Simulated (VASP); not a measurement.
# AlNi3 (Pm-3m) in VASP: further runs

The runs below take AlNi3 through single point, with PBE.

Everything below comes from runs of VASP 6.6.1. Logs are shortened: lines on timing, memory, paths and dates and some standing lists are left out, and cuts for length are marked.

## (1) The cell of the first run

Symmetry: Pm-3m, No. 221, cubic system. The conventional cell has a = 3.067 Å, b = 3.067 Å, c = 3.067 Å, α = 90.00°, β = 90.00°, γ = 90.00°. Al (site symmetry m-3m) has 12 Ni at 2.17 Å within 2.9 Å. Within 2.9 Å of Ni (site symmetry 4/mmm) lie 4 Al at 2.17 Å and 8 Ni at 2.17 Å.

## (2) Single point, PBE (volume scaled by 0.66)

INCAR

```
ALGO     = Normal         # electronic algorithm
EDIFF    = 1E-6           # SCF threshold, eV
ENCUT    = 520            # plane-wave cutoff, eV
GGA      = PE             # functional
ISIF     = 2              # what is computed and relaxed
ISMEAR   = -1             # smearing method
LASPH    = T              # aspherical terms in the spheres
LCHARG   = F              # write CHGCAR
LREAL    = F              # projectors in reciprocal space
LWAVE    = F              # write WAVECAR
NBANDS   = 24             # bands
NELM     = 100            # most SCF steps
PREC     = Accurate       # precision mode
SIGMA    = 0.03           # smearing width, eV
```

KPOINTS

```
k-points
0
Gamma
  10 10 10
```

POSCAR

```
AlNi3
1.0
    3.0673784919      0.0000000000      0.0000000000
    0.0000000000      3.0673784919      0.0000000000
    0.0000000000      0.0000000000      3.0673784919
Al Ni
1 3
Direct
    0.0000000000      0.0000000000      0.0000000000
    0.0000000000      0.5000000000      0.5000000000
    0.5000000000      0.0000000000      0.5000000000
    0.5000000000      0.5000000000      0.0000000000
```

Potentials or basis: VASP PAW PBE potentials, release 64 (Al, Ni).

Started as:

```
> cat potpaw_PBE.64/Al/POTCAR potpaw_PBE.64/Ni/POTCAR > POTCAR
> mpirun -np 1 vasp_std > vasp.out
```

OUTCAR:

```text
EDIFF = 1E-6
   ENCUT = 520
   GGA = PE
   ISIF = 2
   ISMEAR = -1
   LASPH = T
   LREAL = F
   NELM = 100
   PREC = Accurate

 ion  position               nearest neighbor table
   1  0.000  0.000  0.000-   2 2.17   3 2.17   4 2.17   2 2.17   3 2.17   2 2.17   4 2.17   2 2.17
                             3 2.17   4 2.17   3 2.17   4 2.17
   2  0.000  0.500  0.500-   1 2.17   3 2.17   4 2.17   1 2.17   4 2.17   1 2.17   3 2.17   1 2.17
                             3 2.17   4 2.17   4 2.17   3 2.17
   3  0.500  0.000  0.500-   1 2.17   2 2.17   4 2.17   1 2.17   4 2.17   2 2.17   4 2.17   4 2.17
                             1 2.17   2 2.17   1 2.17   2 2.17
   4  0.500  0.500  0.000-   1 2.17   2 2.17   3 2.17   2 2.17   3 2.17   1 2.17   3 2.17   3 2.17
                             1 2.17   2 2.17   2 2.17   1 2.17

  LATTYP: Found a simple cubic cell.
 ALAT       =     3.0673784919

  Lattice vectors:

 A1 = (   3.0673784919,   0.0000000000,   0.0000000000)
 A2 = (   0.0000000000,   3.0673784919,   0.0000000000)
 A3 = (   0.0000000000,   0.0000000000,   3.0673784919)

Analysis of symmetry for initial positions (statically):
=====================================================================
 Subroutine PRICEL returns:
 Original cell was already a primitive cell.

 Routine SETGRP: Setting up the symmetry group for a
 simple cubic supercell.

 Subroutine GETGRP returns: Found 48 space group operations
[... 9 lines left out ...]

 Routine SETGRP: Setting up the symmetry group for a
 simple cubic supercell.

 Subroutine GETGRP returns: Found 48 space group operations
[... 11 lines left out ...]
                                     Primitive cell

  volume of cell :      28.8604

  direct lattice vectors                    reciprocal lattice vectors
     3.067378492  0.000000000  0.000000000     0.326011284  0.000000000  0.000000000
     0.000000000  3.067378492  0.000000000     0.000000000  0.326011284  0.000000000
     0.000000000  0.000000000  3.067378492     0.000000000  0.000000000  0.326011284

  length of vectors
     3.067378492  3.067378492  3.067378492     0.326011284  0.326011284  0.326011284

  position of ions in fractional coordinates (direct lattice)
     0.000000000  0.000000000  0.000000000
     0.000000000  0.500000000  0.500000000
     0.500000000  0.000000000  0.500000000
     0.500000000  0.500000000  0.000000000

  ion indices of the primitive-cell ions
   primitive index   ion index
                 1           1
                 2           2
                 3           3
                 4           4

----------------------------------------------------------------------------------------

 KPOINTS: k-points

Automatic generation of k-mesh.
 Grid dimensions read from file:
 generate k-points for:   10   10   10

 Generating k-lattice:

  Cartesian coordinates                     Fractional coordinates (reciprocal lattice)
     0.032601128  0.000000000  0.000000000     0.100000000  0.000000000  0.000000000
     0.000000000  0.032601128  0.000000000     0.000000000  0.100000000  0.000000000
     0.000000000  0.000000000  0.032601128     0.000000000  0.000000000  0.100000000

  Length of vectors
     0.032601128  0.032601128  0.032601128

  Shift w.r.t. Gamma in fractional coordinates (k-lattice)
     0.000000000  0.000000000  0.000000000

 Subroutine IBZKPT returns following result:
 ===========================================

 Found     56 irreducible k-points:

 Following reciprocal coordinates:
            Coordinates               Weight
  0.000000  0.000000  0.000000      1.000000
  0.100000  0.000000  0.000000      6.000000
  0.200000  0.000000  0.000000      6.000000
  0.300000  0.000000  0.000000      6.000000
  0.400000  0.000000  0.000000      6.000000
  0.500000  0.000000  0.000000      3.000000
[... 16 lines left out ...]
  0.200000  0.100000  0.100000     24.000000
  0.300000  0.100000  0.100000     24.000000
 [... further k-points ...]
   k-points           NKPTS =     56   k-points in BZ     NKDIM =     56   number of bands    NBANDS=     24
   number of dos      NEDOS =    301   number of ions     NIONS =      4
   total plane-waves  NPLWV =  13824
   dimension x,y,z NGX =    24 NGY =   24 NGZ =   24
   dimension x,y,z NGXF=    48 NGYF=   48 NGZF=   48
   ions per type =               1   3
   NGX,Y,Z   is equivalent  to a cutoff of  13.01, 13.01, 13.01 a.u.
   NGXF,Y,Z  is equivalent  to a cutoff of  26.02, 26.02, 26.02 a.u.
 SYSTEM =  unknown system
   PREC   = accura    normal or accurate (medium, high low for compatibility)
   ISTART =      0    job   : 0-new  1-cont  2-samecut
   ICHARG =      2    charge: 1-file 2-atom 10-const
   ISPIN  =      1    spin polarized calculation?
   LNONCOLLINEAR =      F non collinear calculations
   LSORBIT =      F    spin-orbit coupling
   LASPH  =      T    aspherical Exc in radial PAW
   ENCUT  =  520.0 eV  38.22 Ry    6.18 a.u.   5.70  5.70  5.70*2*pi/ulx,y,z
   NELM   =    100;   NELMIN=  2; NELMDL= -5     # of ELM steps
   EDIFF  = 0.1E-05   stopping-criterion for ELM
   LREAL  =      F    real-space projection
   EDIFFG = 0.1E-04   stopping-criterion for IOM
   NSW    =      0    number of steps for IOM
   IBRION =     -1    ionic relax: 0-MD 1-quasi-New 2-CG
   NFREE  =      0    steps in history (QN), initial steepest desc. (CG)
   ISIF   =      2    stress and relaxation
   ISYM   =      2    0-nonsym 1-usesym 2-fastsym
   POTIM  = 0.5000    time-step for ionic-motion
   TEBEG  =    0.0;   TEEND  =   0.0 temperature during run
   PSTRESS=    0.0 pullay stress
   NELECT =      33.0000    total number of electrons
   NUPDOWN=      -1.0000    fix difference up-down
   EMIN   =  10.00;   EMAX   =-10.00  energy-range for DOS
   EFERMI =   0.00;   METHOD = LEGACY
   ISMEAR =    -1;   SIGMA  =   0.03  broadening in eV -4-tet -1-fermi 0-gaus
   EFERMI_NEDOS =   21; number of points for ismear=-14 and -15
   IALGO  =     38    algorithm
   IMIX   =      4    mixing-type and parameters
     AMIX     =   0.40;   BMIX     =  1.00
     AMIX_MAG =   1.60;   BMIX_MAG =  1.00
  volume/ion in A,a.u.               =       7.22        48.69
  Fermi-wavevector in a.u.,A,eV,Ry     =   1.711902  3.235025 39.873326  2.930607
  Thomas-Fermi vector in A             =   2.789930
   LORBIT       =      0    0 simple, 1 ext, 2 COOP (PROOUT), +10 PAW based schemes
   GGA     = PE    functional components
[... 5 lines left out ...]
 non-spin polarized calculation
  energy-cutoff  :      520.00
  volume of cell :       28.86
 maximum number of plane-waves:       804
 NGX is ok and might be reduce to    24
   NGX = 11   NGY = 11   NGZ = 11

 number of electron      33.0000037 magnetization

 Free energy of the ion-electron system (eV)
  ---------------------------------------------------
  ext. energy  EPLUGINS =         0.00000000
  ---------------------------------------------------
  free energy    TOTEN  =       -14.13832940 eV

  energy without entropy =      -14.12984709  energy(sigma->0) =      -14.13408825

 E-fermi :  17.1526     XC(G=0): -15.2962

 val. band max:       17.1479272697   @ k =   0.4000   0.4000   0.4000
 cond. band min:      17.1657893389   @ k =   0.3000   0.2000   0.1000
 fundamental gap:      0.0178620693
 Fermi energy:        17.1525547845

 k-point     1 :       0.0000    0.0000    0.0000
  band No.  band energies     occupation
      1       3.7015      2.00000
      2       9.3120      2.00000
      3      10.4814      2.00000
      4      10.4814      2.00000
      5      11.1434      2.00000
      6      11.1434      2.00000
[... 16 lines left out ...]
     23      33.6823      0.00000
     24      33.6823      0.00000

 k-point     2 :       0.1000    0.0000    0.0000
  band No.  band energies     occupation
      1       3.8732      2.00000
      2       9.4043      2.00000
      3      10.4330      2.00000
      4      10.6127      2.00000
      5      11.1953      2.00000
      6      11.1953      2.00000
[... 16 lines left out ...]
     23      32.8952      0.00000
     24      32.8952      0.00000

 k-point     3 :       0.2000    0.0000    0.0000
  band No.  band energies     occupation
      1       4.3789      2.00000
      2       9.6267      2.00000
      3      10.2694      2.00000
      4      10.9860      2.00000
      5      11.3447      2.00000
      6      11.3447      2.00000
[... 16 lines left out ...]
     23      30.9033      0.00000
     24      30.9033      0.00000

 k-point     4 :       0.3000    0.0000    0.0000
  band No.  band energies     occupation
      1       5.1880      2.00000
      2       9.5042      2.00000
      3      10.2602      2.00000
      4      11.5310      2.00000
      5      11.5673      2.00000
      6      11.5673      2.00000
[... 16 lines left out ...]
     23      28.8498      0.00000
     24      30.6417      0.00000

 k-point     5 :       0.4000    0.0000    0.0000
  band No.  band energies     occupation
      1       6.2381      2.00000
      2       8.6570      2.00000
      3      10.5677      2.00000
      4      11.7915      2.00000
      5      11.8014      2.00000
      6      11.8014      2.00000
[... 16 lines left out ...]
     23      28.7158      0.00000
     24      29.9974      0.00000

 k-point     6 :       0.5000    0.0000    0.0000
  band No.  band energies     occupation
      1       7.2375      2.00000
      2       7.6923      2.00000
      3      10.7181      2.00000
      4      11.8894      2.00000
      5      11.9145      2.00000
      6      11.9145      2.00000
[... 16 lines left out ...]
     23      29.0509      0.00000
     24      29.5303      0.00000
[... 379 lines left out ...]
 k-point    21 :       0.5000    0.5000    0.0000
  band No.  band energies     occupation
      1       9.4626      2.00000
      2       9.8371      2.00000
      3       9.8371      2.00000
      4      11.6711      2.00000
      5      11.9567      2.00000
      6      12.4523      2.00000
[... 16 lines left out ...]
     23      29.4252      0.00000
     24      31.9707      0.00000

 k-point    22 :       0.1000    0.1000    0.1000
  band No.  band energies     occupation
      1       4.2116      2.00000
      2       9.5894      2.00000
      3      10.6079      2.00000
      4      10.6079      2.00000
      5      11.1574      2.00000
      6      11.3646      2.00000
[... 16 lines left out ...]
     23      31.7057      0.00000
     24      31.7856      0.00000

 k-point    23 :       0.2000    0.1000    0.1000
  band No.  band energies     occupation
      1       4.7070      2.00000
      2       9.8176      2.00000
      3      10.4493      2.00000
      4      10.9762      2.00000
      5      11.2072      2.00000
      6      11.5042      2.00000
[... 16 lines left out ...]
     23      30.0709      0.00000
     24      31.0312      0.00000

 k-point    24 :       0.3000    0.1000    0.1000
  band No.  band energies     occupation
      1       5.4987      2.00000
      2       9.7256      2.00000
      3      10.4243      2.00000
      4      11.3410      2.00000
      5      11.4983      2.00000
      6      11.7343      2.00000
[... 16 lines left out ...]
     23      29.2071      0.00000
     24      31.5060      0.00000

 [... further k-points ...]

------------------------ aborting loop because EDIFF is reached ----------------------------------------

  FORCE on cell =-STRESS in cart. coord.  units (eV):
  Direction    XX          YY          ZZ          XY          YZ          ZX
  --------------------------------------------------------------------------------------
  -------------------------------------------------------------------------------------
  Total       41.3335820     41.3335820     41.3335820      0.0000000      0.0000000      0.0000000
  in kB     2294.6239460   2294.6239460   2294.6239460      0.0000000      0.0000000      0.0000000
  external PRESSURE =    2294.6239460 kB  Pullay stress =       0.0000000 kB

 VOLUME and BASIS-vectors are now :
 -----------------------------------------------------------------------------
  energy-cutoff  :      520.00
  volume of cell :       28.86
      direct lattice vectors                 reciprocal lattice vectors
     3.067378492  0.000000000  0.000000000     0.326011284  0.000000000  0.000000000
     0.000000000  3.067378492  0.000000000     0.000000000  0.326011284  0.000000000
     0.000000000  0.000000000  3.067378492     0.000000000  0.000000000  0.326011284

 POSITION                                       TOTAL-FORCE (eV/Angst)
 -----------------------------------------------------------------------------------
      0.00000      0.00000      0.00000         0.000000      0.000000      0.000000
      0.00000      1.53369      1.53369         0.000000      0.000000      0.000000
      1.53369      0.00000      1.53369         0.000000      0.000000      0.000000
      1.53369      1.53369      0.00000         0.000000      0.000000      0.000000
 -----------------------------------------------------------------------------------
    total drift:                                0.000000     -0.000000     -0.000000

  FREE ENERGIE OF THE ION-ELECTRON SYSTEM (eV)
  ---------------------------------------------------
  free  energy   TOTEN  =       -14.1383294029 eV

  energy  without entropy=      -14.1298470913  energy(sigma->0) =      -14.13408825
```

Run time: 25 s. Hardware: 1 thread of AMD EPYC 9R14 (Zen 4), shared host; peak memory 0.13 GiB.

What came out:

| Property | Result |
| --- | --- |
| Free energy | -14.1383 eV |
| Pressure | 229.5 GPa |

## (3) Single point, PBE (volume scaled by 0.74)

INCAR

```
SYSTEM = AlNi3
PREC = Accurate
ENCUT = 520
EDIFF = 1E-7
ISMEAR = -1
SIGMA = 0.03
LREAL = .FALSE.
LASPH = .TRUE.
NELM = 80
ALGO = Normal
ISIF = 2
LWAVE = .FALSE.
LCHARG = .FALSE.
GGA = PE
NBANDS = 24
```

KPOINTS

```
Automatic mesh
0
G
  10 10 10
  0 0 0
```

POSCAR

```
AlNi3
1.0
    3.1866176902      0.0000000000      0.0000000000
    0.0000000000      3.1866176902      0.0000000000
    0.0000000000      0.0000000000      3.1866176902
Al Ni
1 3
Direct
    0.0000000000      0.0000000000      0.0000000000
    0.0000000000      0.5000000000      0.5000000000
    0.5000000000      0.0000000000      0.5000000000
    0.5000000000      0.5000000000      0.0000000000
```

Potentials or basis: VASP PAW PBE potentials, release 64 (Al, Ni).

Started as:

```
> cat potpaw_PBE.64/Al/POTCAR potpaw_PBE.64/Ni/POTCAR > POTCAR
> mpirun -np 1 vasp_std > vasp.out
```

Run time: 32 s. Hardware: 1 thread of AMD EPYC 9R14 (Zen 4), shared host; peak memory 0.13 GiB.

It converged, with:

```yaml
Free_energy: -17.9863 eV
Pressure: 131.8 GPa
```

Levels at points of the mesh, in eV from the Fermi level:
| k point | band 15 | band 16 | band 17 | band 18 | band 19 | band 20 |
| --- | --- | --- | --- | --- | --- | --- |
| (0.00, 0.00, 0.00) | 0.31 | 0.31 | 1.01 | 1.01 | 1.01 | 8.66 |
| (0.50, 0.00, 0.00) | -1.42 | -0.59 | 0.32 | 6.87 | 6.87 | 7.53 |
| (0.50, 0.50, 0.00) | -1.32 | -1.20 | -0.83 | 1.64 | 1.64 | 9.96 |
| (0.50, 0.50, 0.50) | -1.51 | -0.71 | -0.02 | -0.02 | -0.02 | 6.02 |

 Spin polarisation is off, so any magnetic state and its effect on volume and gap are missing.
